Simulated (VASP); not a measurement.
# C (R-3m) in VASP: further runs

C is run at these levels: PBEsol; tasks: single point.

Everything below comes from runs of VASP 6.6.1. Logs are shortened: lines on timing, memory, paths and dates and some standing lists are left out, and cuts for length are marked.

### 1 The cell of the first run

It takes space group R-3m (No. 166, trigonal). The conventional cell has a = 5.735 Å, b = 5.735 Å, c = 14.672 Å, α = 90.00°, β = 90.00°, γ = 120.00°. C (site symmetry m) has 6 C at 1.95 to 2.11 Å within 2.6 Å. Within 2.8 Å of C (site symmetry m) lie 7 C at 2.08 to 2.35 Å.

### 2 Single point, PBEsol

The input, INCAR:

```
SYSTEM = C
PREC = Accurate
ENCUT = 520
EDIFF = 1E-6
ISMEAR = 0
SIGMA = 0.1
LREAL = .False.
LASPH = .True.
NELM = 100
ALGO = Normal
ISIF = 2
LWAVE = .False.
LCHARG = .True.
GGA = PS
LELF = .True.
LVHAR = .True.
NBANDS = 36
```

The input, KPOINTS:

```
Automatic mesh
0
Gamma
  6 6 6
  0 0 0
```

The input, POSCAR:

```
C
1.0
    2.8676954686      1.6556647507      4.8905740518
   -2.8676954686      1.6556647507      4.8905740518
    0.0000000000     -3.3113295014      4.8905740518
C
12
Direct
    0.0101900000      0.6536100000      0.0101900000
    0.0101900000      0.0101900000      0.6536100000
    0.6536100000      0.0101900000      0.0101900000
    0.9898100000      0.3463900000      0.9898100000
    0.3463900000      0.9898100000      0.9898100000
    0.9898100000      0.9898100000      0.3463900000
    0.2211800000      0.6306000000      0.2211800000
    0.2211800000      0.2211800000      0.6306000000
    0.6306000000      0.2211800000      0.2211800000
    0.7788200000      0.3694000000      0.7788200000
    0.3694000000      0.7788200000      0.7788200000
    0.7788200000      0.7788200000      0.3694000000
```

Potentials or basis: VASP PAW PBE potentials, release 64 (C).

Started as:

```bash
> cat potpaw_PBE.64/C/POTCAR > POTCAR
> mpirun -np 1 vasp_std > vasp.out
```

OUTCAR:

```text
SYSTEM = C
   PREC = Accurate
   ENCUT = 520
   EDIFF = 1E-6
   ISMEAR = 0
   LREAL = .False.
   LASPH = .True.
   NELM = 100
   ISIF = 2
   GGA = PS

 ion  position               nearest neighbor table
   1  0.010  0.654  0.010-   4 1.95   2 2.05   3 2.05
   2  0.010  0.010  0.654-   6 1.95   3 2.05   1 2.05
   3  0.654  0.010  0.010-   5 1.95   2 2.05   1 2.05
   4  0.990  0.346  0.990-   1 1.95   6 2.05   5 2.05
   5  0.346  0.990  0.990-   3 1.95   6 2.05   4 2.05
   6  0.990  0.990  0.346-   2 1.95   4 2.05   5 2.05
   7  0.221  0.631  0.221-
   8  0.221  0.221  0.631-
   9  0.631  0.221  0.221-
  10  0.779  0.369  0.779-
  11  0.369  0.779  0.779-
  12  0.779  0.779  0.369-

  LATTYP: Found a trigonal (rhomboedric) cell.
 ALAT       =     5.9061508297
 COS(alpha) =     0.5284942553

  Lattice vectors:

 A1 = (   2.8676954686,   1.6556647507,   4.8905740518)
 A2 = (  -2.8676954686,   1.6556647507,   4.8905740518)
 A3 = (   0.0000000000,  -3.3113295014,   4.8905740518)

Analysis of symmetry for initial positions (statically):
=====================================================================
 Subroutine PRICEL returns:
 Original cell was already a primitive cell.

 Routine SETGRP: Setting up the symmetry group for a
 trigonal (rhombohedral) supercell.

 Subroutine GETGRP returns: Found 12 space group operations
 (whereof 12 operations were pure point group operations)
 out of a pool of 12 trial point group operations.

The static configuration has the point symmetry D_3d.

Analysis of symmetry for dynamics (positions and initial velocities):
=====================================================================
 Subroutine PRICEL returns:
 Original cell was already a primitive cell.

 Routine SETGRP: Setting up the symmetry group for a
 trigonal (rhombohedral) supercell.

 Subroutine GETGRP returns: Found 12 space group operations
 (whereof 12 operations were pure point group operations)
 out of a pool of 12 trial point group operations.

The dynamic configuration has the point symmetry D_3d.

 Subroutine INISYM returns: Found 12 space group operations
 (whereof 12 operations are pure point group operations),
 and found     1 'primitive' translations

----------------------------------------------------------------------------------------

                                     Primitive cell

  volume of cell :     139.3210

  direct lattice vectors                    reciprocal lattice vectors
     2.867695469  1.655664751  4.890574052     0.174356031  0.100664501  0.068158325
    -2.867695469  1.655664751  4.890574052    -0.174356031  0.100664501  0.068158325
     0.000000000 -3.311329501  4.890574052     0.000000000 -0.201329003  0.068158325

  length of vectors
     5.906150830  5.906150830  5.906150830     0.212553345  0.212553345  0.212553345

  position of ions in fractional coordinates (direct lattice)
     0.010190000  0.653610000  0.010190000
     0.010190000  0.010190000  0.653610000
     0.653610000  0.010190000  0.010190000
     0.989810000  0.346390000  0.989810000
     0.346390000  0.989810000  0.989810000
     0.989810000  0.989810000  0.346390000
     0.221180000  0.630600000  0.221180000
     0.221180000  0.221180000  0.630600000
     0.630600000  0.221180000  0.221180000
     0.778820000  0.369400000  0.778820000
     0.369400000  0.778820000  0.778820000
     0.778820000  0.778820000  0.369400000

  ion indices of the primitive-cell ions
   primitive index   ion index
                 1           1
                 2           2
                 3           3
                 4           4
                 5           5
                 6           6
                 7           7
                 8           8
                 9           9
                10          10
                11          11
                12          12

----------------------------------------------------------------------------------------

 KPOINTS: Automatic mesh

Automatic generation of k-mesh.
 Grid dimensions read from file:
 generate k-points for:    6    6    6

 Generating k-lattice:

  Cartesian coordinates                     Fractional coordinates (reciprocal lattice)
     0.029059338  0.016777417  0.011359721     0.166666667 -0.000000000 -0.000000000
    -0.029059338  0.016777417  0.011359721    -0.000000000  0.166666667 -0.000000000
     0.000000000 -0.033554834  0.011359721    -0.000000000 -0.000000000  0.166666667

  Length of vectors
     0.035425558  0.035425558  0.035425558

  Shift w.r.t. Gamma in fractional coordinates (k-lattice)
     0.000000000  0.000000000  0.000000000

 Subroutine IBZKPT returns following result:
 ===========================================

 Found     32 irreducible k-points:

 Following reciprocal coordinates:
            Coordinates               Weight
  0.000000  0.000000  0.000000      1.000000
  0.166667 -0.000000 -0.000000      6.000000
  0.333333 -0.000000  0.000000      6.000000
  0.500000 -0.000000  0.000000      3.000000
  0.166667  0.166667 -0.000000      6.000000
  0.333333  0.166667  0.000000     12.000000
[... 16 lines left out ...]
  0.500000  0.500000  0.166667      6.000000
 -0.333333  0.500000  0.166667     12.000000
 [... further k-points ...]
   k-points           NKPTS =     32   k-points in BZ     NKDIM =     32   number of bands    NBANDS=     36
   number of dos      NEDOS =    301   number of ions     NIONS =     12
   total plane-waves  NPLWV = 110592
   dimension x,y,z NGX =    48 NGY =   48 NGZ =   48
   dimension x,y,z NGXF=    96 NGYF=   96 NGZF=   96
   ions per type =              12
   NGX,Y,Z   is equivalent  to a cutoff of  13.51, 13.51, 13.51 a.u.
   NGXF,Y,Z  is equivalent  to a cutoff of  27.02, 27.02, 27.02 a.u.
 SYSTEM =  C
   PREC   = accura    normal or accurate (medium, high low for compatibility)
   ISTART =      0    job   : 0-new  1-cont  2-samecut
   ICHARG =      2    charge: 1-file 2-atom 10-const
   ISPIN  =      1    spin polarized calculation?
   LNONCOLLINEAR =      F non collinear calculations
   LSORBIT =      F    spin-orbit coupling
   LASPH  =      T    aspherical Exc in radial PAW
   ENCUT  =  520.0 eV  38.22 Ry    6.18 a.u.  10.98 10.98 10.98*2*pi/ulx,y,z
   NELM   =    100;   NELMIN=  2; NELMDL= -5     # of ELM steps
   EDIFF  = 0.1E-05   stopping-criterion for ELM
   LREAL  =      F    real-space projection
   EDIFFG = 0.1E-04   stopping-criterion for IOM
   NSW    =      0    number of steps for IOM
   IBRION =     -1    ionic relax: 0-MD 1-quasi-New 2-CG
   NFREE  =      0    steps in history (QN), initial steepest desc. (CG)
   ISIF   =      2    stress and relaxation
   ISYM   =      2    0-nonsym 1-usesym 2-fastsym
   POTIM  = 0.5000    time-step for ionic-motion
   TEBEG  =    0.0;   TEEND  =   0.0 temperature during run
   PSTRESS=    0.0 pullay stress
   NELECT =      48.0000    total number of electrons
   NUPDOWN=      -1.0000    fix difference up-down
   EMIN   =  10.00;   EMAX   =-10.00  energy-range for DOS
   EFERMI =   0.00;   METHOD = LEGACY
   ISMEAR =     0;   SIGMA  =   0.10  broadening in eV -4-tet -1-fermi 0-gaus
   EFERMI_NEDOS =   21; number of points for ismear=-14 and -15
   IALGO  =     38    algorithm
   IMIX   =      4    mixing-type and parameters
     AMIX     =   0.40;   BMIX     =  1.00
     AMIX_MAG =   1.60;   BMIX_MAG =  1.00
  volume/ion in A,a.u.               =      11.61        78.35
  Fermi-wavevector in a.u.,A,eV,Ry     =   1.147668  2.168779 17.920813  1.317143
  Thomas-Fermi vector in A             =   2.284347
   LORBIT       =      0    0 simple, 1 ext, 2 COOP (PROOUT), +10 PAW based schemes
   GGA     = PS    functional components
   LHFCALC =     F    Hartree Fock is set to
   AEXX    =    0.0000 exact exchange contribution
   IVDW    =     0    specifies the selected vdW correction
   LEPSILON=     F    determine dielectric tensor
   LRPA    =     F    only Hartree local field effects (RPA)
 non-spin polarized calculation
 Gauss-broadening in eV      SIGMA  =   0.10
  energy-cutoff  :      520.00
  volume of cell :      139.32
 maximum number of plane-waves:      3804
 NGX is ok and might be reduce to    48

 number of electron      48.0000000 magnetization

 Free energy of the ion-electron system (eV)
  ---------------------------------------------------
  ext. energy  EPLUGINS =         0.00000000
  ---------------------------------------------------
  free energy    TOTEN  =       -66.80023621 eV

  energy without entropy =      -66.76500227  energy(sigma->0) =      -66.78261924

 E-fermi :   3.0066     XC(G=0): -10.0800

 val. band max:        3.0040331338   @ k =   0.5000   0.5000   0.3333
 cond. band min:       3.0199281195   @ k =   0.5000   0.3333   0.1667
 fundamental gap:      0.0158949857
 Fermi energy:         3.0066353673

 k-point     1 :       0.0000    0.0000    0.0000
  band No.  band energies     occupation
      1     -13.3240      2.00000
      2      -9.8506      2.00000
      3      -9.4632      2.00000
      4      -9.4632      2.00000
      5      -8.3445      2.00000
      6      -7.8255      2.00000
[... 28 lines left out ...]
     35       5.9103      0.00000
     36       5.9162      0.00000

 k-point     2 :       0.1667   -0.0000   -0.0000
  band No.  band energies     occupation
      1     -13.2245      2.00000
      2     -10.0771      2.00000
      3      -9.8072      2.00000
      4      -9.5291      2.00000
      5      -8.1260      2.00000
      6      -7.8211      2.00000
[... 28 lines left out ...]
     35       5.9245      0.00000
     36       5.9825      0.00000
[... 817 lines left out ...]
     35       6.3830      0.00000
     36       6.4638      0.00000

 k-point    24 :      -0.3333    0.5000    0.1667
  band No.  band energies     occupation
      1     -12.5589      2.00000
      2     -11.0833      2.00000
      3     -10.5866      2.00000
      4     -10.2781      2.00000
      5      -7.7426      2.00000
      6      -7.1562      2.00000
[... 28 lines left out ...]
     35       6.4803      0.00000
     36       6.7372      0.00000

 [... further k-points ...]

------------------------ aborting loop because EDIFF is reached ----------------------------------------

  FORCE on cell =-STRESS in cart. coord.  units (eV):
  Direction    XX          YY          ZZ          XY          YZ          ZX
  --------------------------------------------------------------------------------------
  -------------------------------------------------------------------------------------
  Total      -26.3523496    -26.3523496    -25.7459731     -0.0000000      0.0000000      0.0000000
  in kB     -303.0493821   -303.0493821   -296.0761131     -0.0000000      0.0000000      0.0000000
  external PRESSURE =    -300.7249591 kB  Pullay stress =       0.0000000 kB

 VOLUME and BASIS-vectors are now :
 -----------------------------------------------------------------------------
  energy-cutoff  :      520.00
  volume of cell :      139.32
      direct lattice vectors                 reciprocal lattice vectors
     2.867695469  1.655664751  4.890574052     0.174356031  0.100664501  0.068158325
    -2.867695469  1.655664751  4.890574052    -0.174356031  0.100664501  0.068158325
     0.000000000 -3.311329501  4.890574052     0.000000000 -0.201329003  0.068158325

 POSITION                                       TOTAL-FORCE (eV/Angst)
 -----------------------------------------------------------------------------------
     -1.84513      1.06529      3.29620        -1.134271      0.654871     -0.246322
      0.00000     -2.13058      3.29620         0.000000     -1.309743     -0.246322
      1.84513      1.06529      3.29620         1.134271      0.654871     -0.246322
      1.84513     -1.06529     11.37552         1.134271     -0.654871      0.246322
     -1.84513     -1.06529     11.37552        -1.134271     -0.654871      0.246322
      0.00000      2.13058     11.37552         0.000000      1.309743      0.246322
     -1.17409      0.67786      5.24739        -1.130678      0.652797     -0.538618
      0.00000     -1.35572      5.24739         0.000000     -1.305594     -0.538618
      1.17409      0.67786      5.24739         1.130678      0.652797     -0.538618
      1.17409     -0.67786      9.42433         1.130678     -0.652797      0.538618
     -1.17409     -0.67786      9.42433        -1.130678     -0.652797      0.538618
      0.00000      1.35572      9.42433         0.000000      1.305594      0.538618
 -----------------------------------------------------------------------------------
    total drift:                               -0.000000     -0.000000     -0.000000

  FREE ENERGIE OF THE ION-ELECTRON SYSTEM (eV)
  ---------------------------------------------------
  free  energy   TOTEN  =       -66.8002362051 eV

  energy  without entropy=      -66.7650022733  energy(sigma->0) =      -66.78261924
```

Run time: 6.6 min. Hardware: 1 thread of Intel Xeon 8259CL, shared host; peak memory 0.35 GiB.

What came out:

| Quantity | Value |
| --- | --- |
| Free energy | -66.8002 eV |
| Pressure | -30.1 GPa |
| Largest force | 1.412 eV/Å |
| Band gap on the k mesh | zero (band 24 reaches 3.33 eV, above the bottom of band 25 at 2.81 eV) |

Forces on the atoms (eV/Å):
```
C   -1.134  0.655 -0.246
C    0.000 -1.310 -0.246
C    1.134  0.655 -0.246
C    1.134 -0.655  0.246
C   -1.134 -0.655  0.246
C    0.000  1.310  0.246
C   -1.131  0.653 -0.539
C    0.000 -1.306 -0.539
C    1.131  0.653 -0.539
C    1.131 -0.653  0.539
C   -1.131 -0.653  0.539
C    0.000  1.306  0.539
```

Caveat: the PAW data sets were made with another functional, which shifts forces and pressure a little.

### 3 Single point, PBEsol

This run uses another cell than the first one: it holds 3 atoms, not 12.

The input, INCAR:

```
SYSTEM = C
PREC = Accurate
ENCUT = 520
EDIFF = 1E-7
ISMEAR = 0
SIGMA = 0.1
LREAL = .False.
LASPH = .True.
NELM = 80
ALGO = Normal
ISIF = 2
LWAVE = .False.
LCHARG = .False.
GGA = PS
NBANDS = 13
```

The input, KPOINTS:

```
regular mesh
0
Gamma
  21 21 21
  0 0 0
```

The input, POSCAR:

```
C
1.0
    1.2322666647      0.7114494905      3.6231103336
   -1.2322666647      0.7114494905      3.6231103336
    0.0000000000     -1.4228989811      3.6231103336
C
3
Direct
    0.0000000000      0.0000000000      0.0000000000
    0.2502719878      0.2502719878      0.2502719878
    0.7497280122      0.7497280122      0.7497280122
```

Potentials or basis: VASP PAW PBE potentials, release 64 (C).

Started as:

```bash
> cat potpaw_PBE.64/C/POTCAR > POTCAR
> mpirun -np 1 vasp_std > vasp.out
```

Wall time 6.6 min (1 thread of AMD EPYC 7R13 (Zen 3), shared host); peak memory 0.27 GiB.

Results (log left out):

- Free energy: -20.4538 eV
- Pressure: 0.5 GPa
- Largest force: 0.035 eV/Å
- Band gap on the k mesh: zero (band 6 reaches 11.15 eV, above the bottom of band 7 at 6.65 eV)

Forces on the atoms (eV/Å):
```
C    0.000  0.000  0.000
C    0.000  0.000 -0.035
C    0.000  0.000  0.035
```

Stress tensor (GPa, compression positive):
```
0.54 0.00 0.00
0.00 0.54 0.00
0.00 0.00 0.45
```

Levels at points of the mesh, in eV from the Fermi level:
```csv
k point,band 2,band 3,band 4,band 5,band 6,band 7,band 8,band 9,band 10,band 11
"(0.00, 0.00, 0.00)",-11.86,-8.98,-0.69,-0.69,1.88,1.88,5.16,8.04,8.04,9.53
```

Caveat: the PAW data sets were made with another functional, which shifts forces and pressure a little.
